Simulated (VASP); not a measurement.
PbF2, 18 atoms in the cell. The typed cell holds 18 atoms: a = 7.509 Å, b = 7.509 Å, c = 7.509 Å, α = 80.41°, β = 70.53°, γ = 60.00°.  This cell differs from its parent crystal: dynamics (nvt nose hoover) at 2600 K, volume x 1.1, from the last frame before.

```yaml
Program: VASP 6.6.1
Task: single point
Functional: PBE
Dispersion: D3(BJ)
Potentials_or_basis: VASP PAW PBE potentials, release 64 (Pb_d, F)
Cutoff: 520 eV
k_mesh: 2 × 2 × 2, shifted
Occupations: fermi-dirac, width 0.2241 eV
Spin: no spin polarisation
Dipole_correction: no
Further_INCAR_settings: LREAL = Auto; ALGO = Normal; EDIFF = 1e-06; NBANDS = 99
```

Potentials or basis: VASP PAW PBE potentials, release 64 (Pb_d, F).

Command:

```console
$ cat potpaw_PBE.64/Pb_d/POTCAR potpaw_PBE.64/F/POTCAR > POTCAR
$ mpirun -np 1 vasp_std > vasp.out
```

Hardware: 1 thread of Intel(R) Xeon(R) 6975P-C (Granite Rapids), with other jobs on the host.

Question: How long does it take, and how much memory?

Answer: It took 5 min on 1 thread of Intel(R) Xeon(R) 6975P-C (Granite Rapids), with other jobs on the host, peak memory 0.49 GiB. Counts: scf iterations 16, k points 8.
